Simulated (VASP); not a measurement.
# Ca3Sn3N2 (P4/mmm) in VASP: notebook

Runs on Ca3Sn3N2. Level: PBE. Tasks: single point.

All numbers are computed with VASP 6.6.1; they aren't measurements. Logs are shortened: lines on timing, memory, paths and dates and some standing lists are left out, and cuts for length are marked.

**1. The cell of the first run**

It takes space group P4/mmm (No. 123, tetragonal). Conventional cell: a = 3.649 Å, b = 3.649 Å, c = 13.380 Å, α = 90.00°, β = 90.00°, γ = 90.00°. Within 3.2 Å of Ca (site symmetry 4/mmm) lie 2 N at 2.42 Å. Ca (site symmetry 4mm) has 4 N at 2.58 Å and 4 Sn at 3.34 Å within 3.4 Å. Sn (site symmetry 4mm) has 1 N at 2.16 Å within 2.9 Å. Within 4.4 Å of Sn (site symmetry 4/mmm) lie 12 Sn at 3.33 to 3.65 Å and 2 Ca at 4.22 Å. N (site symmetry 4mm) has 1 Sn at 2.16 Å and 5 Ca at 2.42 to 2.58 Å within 2.9 Å.

**2. Single point, PBE**

Contents of INCAR:

```
PREC = Accurate ; ENCUT = 520
EDIFF = 1E-7 ; ISMEAR = 0
SIGMA = 0.2 ; LREAL = F
LASPH = T ; NELM = 80
ALGO = Normal ; ISIF = 2
LWAVE = F ; LCHARG = F
GGA = PE ; NBANDS = 51
```

Contents of KPOINTS:

```
regular mesh
0
Gamma
  5 5 2
```

Contents of POSCAR:

```
Ca3Sn3N2
1.0
    3.6494711676      0.0000000000      0.0000000000
    0.0000000000      3.6494711676      0.0000000000
    0.0000000000      0.0000000000     13.3801376366
Ca Sn N
3 3 2
Direct
    0.0000000000      0.0000000000      0.0000000000
    0.5000000000      0.5000000000      0.8154665830
    0.5000000000      0.5000000000      0.1845334170
    0.0000000000      0.0000000000      0.6571785166
    0.0000000000      0.0000000000      0.3428214834
    0.5000000000      0.5000000000      0.5000000000
    0.0000000000      0.0000000000      0.8189294851
    0.0000000000      0.0000000000      0.1810705149
```

Potentials or basis: VASP PAW PBE potentials, release 64 (Ca_sv, Sn_d, N).

Command:

```bash
$ cat potpaw_PBE.64/Ca_sv/POTCAR potpaw_PBE.64/Sn_d/POTCAR potpaw_PBE.64/N/POTCAR > POTCAR
$ mpirun -np 1 vasp_std > vasp.out
```

OUTCAR:

```text
PREC = Accurate
   ENCUT = 520
   EDIFF = 1E-7
   ISMEAR = 0
   LREAL = F
   LASPH = T
   NELM = 80
   ISIF = 2
   GGA = PE

 ion  position               nearest neighbor table
   1  0.000  0.000  0.000-   7 2.42   8 2.42
   2  0.500  0.500  0.815-   4 3.34   4 3.34   4 3.34   4 3.34
   3  0.500  0.500  0.185-   5 3.34   5 3.34   5 3.34   5 3.34
   4  0.000  0.000  0.657-   7 2.16   6 3.33   6 3.33   6 3.33   6 3.33   2 3.34   2 3.34   2 3.34
                             2 3.34
   5  0.000  0.000  0.343-   8 2.16   6 3.33   6 3.33   6 3.33   6 3.33   3 3.34   3 3.34   3 3.34
                             3 3.34
   6  0.500  0.500  0.500-   4 3.33   5 3.33   4 3.33   5 3.33   4 3.33   5 3.33   4 3.33   5 3.33

   7  0.000  0.000  0.819-   4 2.16   1 2.42
   8  0.000  0.000  0.181-   5 2.16   1 2.42

  LATTYP: Found a simple tetragonal cell.
 ALAT       =     3.6494711676
 C/A-ratio  =     3.6663223306

  Lattice vectors:

 A1 = (   3.6494711676,   0.0000000000,   0.0000000000)
 A2 = (   0.0000000000,   3.6494711676,   0.0000000000)
 A3 = (   0.0000000000,   0.0000000000,  13.3801376366)

Analysis of symmetry for initial positions (statically):
=====================================================================
 Subroutine PRICEL returns:
 Original cell was already a primitive cell.

 Routine SETGRP: Setting up the symmetry group for a
 simple tetragonal supercell.

 Subroutine GETGRP returns: Found 16 space group operations
 (whereof 16 operations were pure point group operations)
 out of a pool of 16 trial point group operations.

The static configuration has the point symmetry D_4h.

Analysis of symmetry for dynamics (positions and initial velocities):
=====================================================================
 Subroutine PRICEL returns:
 Original cell was already a primitive cell.

 Routine SETGRP: Setting up the symmetry group for a
 simple tetragonal supercell.

 Subroutine GETGRP returns: Found 16 space group operations
 (whereof 16 operations were pure point group operations)
 out of a pool of 16 trial point group operations.

The dynamic configuration has the point symmetry D_4h.

 Subroutine INISYM returns: Found 16 space group operations
 (whereof 16 operations are pure point group operations),
 and found     1 'primitive' translations

----------------------------------------------------------------------------------------

[... 96 lines left out ...]
   NFREE  =      0    steps in history (QN), initial steepest desc. (CG)
   ISIF   =      2    stress and relaxation
   ISYM   =      2    0-nonsym 1-usesym 2-fastsym
   POTIM  = 0.5000    time-step for ionic-motion
   TEBEG  =    0.0;   TEEND  =   0.0 temperature during run
   PSTRESS=    0.0 pullay stress
   NELECT =      82.0000    total number of electrons
   NUPDOWN=      -1.0000    fix difference up-down
   EMIN   =  10.00;   EMAX   =-10.00  energy-range for DOS
   EFERMI =   0.00;   METHOD = LEGACY
   ISMEAR =     0;   SIGMA  =   0.20  broadening in eV -4-tet -1-fermi 0-gaus
   EFERMI_NEDOS =   21; number of points for ismear=-14 and -15
   IALGO  =     38    algorithm
   IMIX   =      4    mixing-type and parameters
     AMIX     =   0.40;   BMIX     =  1.00
     AMIX_MAG =   1.60;   BMIX_MAG =  1.00
  volume/ion in A,a.u.               =      22.28       150.32
  Fermi-wavevector in a.u.,A,eV,Ry     =   1.263880  2.388388 21.733859  1.597394
  Thomas-Fermi vector in A             =   2.397214
   LORBIT       =      0    0 simple, 1 ext, 2 COOP (PROOUT), +10 PAW based schemes
   GGA     = PE    functional components
   LHFCALC =     F    Hartree Fock is set to
   AEXX    =    0.0000 exact exchange contribution
   IVDW    =     0    specifies the selected vdW correction
   LEPSILON=     F    determine dielectric tensor
   LRPA    =     F    only Hartree local field effects (RPA)
 non-spin polarized calculation
 Gauss-broadening in eV      SIGMA  =   0.20
  energy-cutoff  :      520.00
  volume of cell :      178.21
 maximum number of plane-waves:      4833
 NGX is ok and might be reduce to    28
   NGX = 13   NGY = 13   NGZ = 49

 number of electron      81.9999966 magnetization

 Free energy of the ion-electron system (eV)
  ---------------------------------------------------
  ext. energy  EPLUGINS =         0.00000000
  ---------------------------------------------------
  free energy    TOTEN  =       -36.98965098 eV

  energy without entropy =      -36.89708630  energy(sigma->0) =      -36.94336864

 E-fermi :   5.7568     XC(G=0):  -9.8741

 val. band max:        5.7126145942   @ k =   0.4000   0.4000   0.5000
 cond. band min:       5.7636832303   @ k =   0.4000   0.2000   0.5000
 fundamental gap:      0.0510686360
 Fermi energy:         5.7567646686

 k-point     1 :       0.0000    0.0000    0.0000
  band No.  band energies     occupation
      1     -35.0009      2.00000
      2     -34.6762      2.00000
      3     -34.6746      2.00000
      4     -16.0895      2.00000
      5     -16.0557      2.00000
      6     -16.0557      2.00000
[... 637 lines left out ...]
     50       9.0754      0.00000
     51       9.1247      0.00000

------------------------ aborting loop because EDIFF is reached ----------------------------------------

  FORCE on cell =-STRESS in cart. coord.  units (eV):
  Direction    XX          YY          ZZ          XY          YZ          ZX
  --------------------------------------------------------------------------------------
  -------------------------------------------------------------------------------------
  Total        0.1811358      0.1811358      0.4026903      0.0000000      0.0000000     -0.0000000
  in kB        1.6285246      1.6285246      3.6204399      0.0000000      0.0000000     -0.0000000
  external PRESSURE =       2.2924964 kB  Pullay stress =       0.0000000 kB

 VOLUME and BASIS-vectors are now :
 -----------------------------------------------------------------------------
  energy-cutoff  :      520.00
  volume of cell :      178.21
      direct lattice vectors                 reciprocal lattice vectors
     3.649471168  0.000000000  0.000000000     0.274012303  0.000000000  0.000000000
     0.000000000  3.649471168  0.000000000     0.000000000  0.274012303  0.000000000
     0.000000000  0.000000000 13.380137637     0.000000000  0.000000000  0.074737647

 POSITION                                       TOTAL-FORCE (eV/Angst)
 -----------------------------------------------------------------------------------
      0.00000      0.00000      0.00000        -0.000000      0.000000      0.000000
      1.82474      1.82474     10.91106        -0.000000     -0.000000      0.021448
      1.82474      1.82474      2.46908         0.000000     -0.000000     -0.021448
      0.00000      0.00000      8.79314         0.000000      0.000000      0.000554
      0.00000      0.00000      4.58700        -0.000000      0.000000     -0.000554
      1.82474      1.82474      6.69007        -0.000000      0.000000      0.000000
      0.00000      0.00000     10.95739        -0.000000      0.000000      0.027688
      0.00000      0.00000      2.42275        -0.000000      0.000000     -0.027688
 -----------------------------------------------------------------------------------
    total drift:                                0.000000     -0.000000      0.000000

  FREE ENERGIE OF THE ION-ELECTRON SYSTEM (eV)
  ---------------------------------------------------
  free  energy   TOTEN  =       -36.9896509810 eV

  energy  without entropy=      -36.8970862992  energy(sigma->0) =      -36.94336864
```

stdout:

```text
POSCAR found type information on POSCAR CaSnN
 POSCAR found :  3 types and       8 ions
 scaLAPACK will be used
 LDA part: xc-table for (Slater+PW92), standard interpolation
 POSCAR, INCAR and KPOINTS ok, starting setup
 FFT: planning ... GRIDC
 FFT: planning ... GRID_SOFT
 FFT: planning ... GRID
 WAVECAR not read
 entering main loop
```

Run time: 1.9 min. Hardware: 1 thread of Intel Xeon 6975P-C (Granite Rapids), shared host; peak memory 0.3 GiB.

Results:

```
Free energy            : -36.9897 eV
Pressure               : 0.2 GPa
Largest force          : 0.028 eV/Å
Band gap on the k mesh : zero (band 41 reaches 6.71 eV, above the bottom of band 42 at 4.71 eV)
```

Forces in eV/Å, atoms in the order of the input:
```
Ca   0.000  0.000  0.000
Ca   0.000  0.000  0.021
Ca   0.000  0.000 -0.021
Sn   0.000  0.000  0.001
Sn   0.000  0.000 -0.001
Sn   0.000  0.000  0.000
N    0.000  0.000  0.028
N    0.000  0.000 -0.028
```

Levels at points of the mesh, in eV from the Fermi level:
```
           k point  band 38  band 39  band 40  band 41  band 42  band 43  band 44  band 45
(0.00, 0.00, 0.00)    -1.32    -1.07     0.94     0.95     0.95     1.19     2.02     2.20
(0.00, 0.00, 0.50)    -1.29    -1.29     0.92     0.92     1.19     1.40     1.77     2.01
```

Caveat: spin-orbit coupling is left out, which moves the levels of the heavy elements.

**3. Single point, PBE**

This run uses another cell than the first one, of 22.39 Å³/atom, 1.005 times its volume.

Contents of INCAR:

```
  PREC = Accurate
  ENCUT = 520
  EDIFF = 1E-6
  ISMEAR = 0
  SIGMA = 0.2
  LREAL = F
  LASPH = T
  NELM = 100
  ALGO = Normal
  ISIF = 2
  LWAVE = F
  LCHARG = T
  GGA = PE
  LELF = T
  LVHAR = T
  NBANDS = 51
```

Contents of KPOINTS:

```
Automatic mesh
0
Gamma
  6 6 2
```

Contents of POSCAR:

```
Ca3Sn3N2
1.0
    3.6773133703      0.0000000000      0.0000000000
    0.0000000000      3.6773133703      0.0000000000
    0.0000000000      0.0000000000     13.2456062512
Ca Sn N
3 3 2
Direct
    0.0000000000      0.0000000000      0.0000000000
    0.5000000000      0.5000000000      0.8138797664
    0.5000000000      0.5000000000      0.1861202336
    0.0000000000      0.0000000000      0.6555359640
    0.0000000000      0.0000000000      0.3444640360
    0.5000000000      0.5000000000      0.5000000000
    0.0000000000      0.0000000000      0.8197949017
    0.0000000000      0.0000000000      0.1802050983
```

Potentials or basis: VASP PAW PBE potentials, release 64 (Ca_sv, Sn_d, N).

Command:

```bash
$ cat potpaw_PBE.64/Ca_sv/POTCAR potpaw_PBE.64/Sn_d/POTCAR potpaw_PBE.64/N/POTCAR > POTCAR
$ mpirun -np 1 vasp_std > vasp.out
```

It took 2.9 min on 1 thread of Intel Xeon 6975P-C (Granite Rapids), shared host; peak memory 0.35 GiB.

It converged, with:

```yaml
Free_energy: -37.0555 eV
Pressure: -0.3 GPa
Largest_force: 0.071 eV/Å
Band_gap_on_the_k_mesh: zero (band 41 reaches 6.57 eV, above the bottom of band 42 at 4.50 eV)
```

Forces on the atoms (eV/Å):
```
Ca   0.000  0.000  0.000
Ca   0.000  0.000 -0.071
Ca   0.000  0.000  0.071
Sn   0.000  0.000  0.048
Sn   0.000  0.000 -0.048
Sn   0.000  0.000  0.000
N    0.000  0.000  0.059
N    0.000  0.000 -0.059
```

Stress tensor (GPa, compression positive):
```
-0.36  0.00  0.00
 0.00 -0.36  0.00
 0.00  0.00 -0.07
```

Levels at points of the mesh, in eV from the Fermi level:
| k point | band 37 | band 38 | band 39 | band 40 | band 41 | band 42 | band 43 | band 44 | band 45 | band 46 |
| --- | --- | --- | --- | --- | --- | --- | --- | --- | --- | --- |
| (0.00, 0.00, 0.00) | -1.21 | -1.21 | -0.95 | 0.98 | 0.98 | 1.18 | 1.24 | 2.12 | 2.22 | 2.37 |
| (0.50, 0.00, 0.00) | -2.04 | -2.04 | -1.95 | -0.45 | 0.07 | 0.45 | 0.90 | 2.24 | 3.13 | 3.28 |
| (0.50, 0.50, 0.00) | -2.51 | -2.01 | -2.01 | -1.26 | -1.09 | -1.09 | -0.26 | -0.04 | 0.82 | 0.82 |
| (0.00, 0.00, 0.50) | -1.26 | -1.17 | -1.17 | 0.94 | 0.94 | 1.24 | 1.64 | 1.81 | 2.11 | 2.51 |
| (0.50, 0.00, 0.50) | -2.57 | -2.04 | -1.94 | -0.49 | 0.43 | 0.63 | 0.73 | 2.29 | 3.15 | 3.30 |
| (0.50, 0.50, 0.50) | -2.12 | -2.12 | -2.10 | -1.72 | -0.96 | -0.96 | -0.40 | 0.18 | 0.73 | 0.73 |

Caveat: spin-orbit coupling is left out, which moves the levels of the heavy elements.

(Part 1 of 2 ends here.)
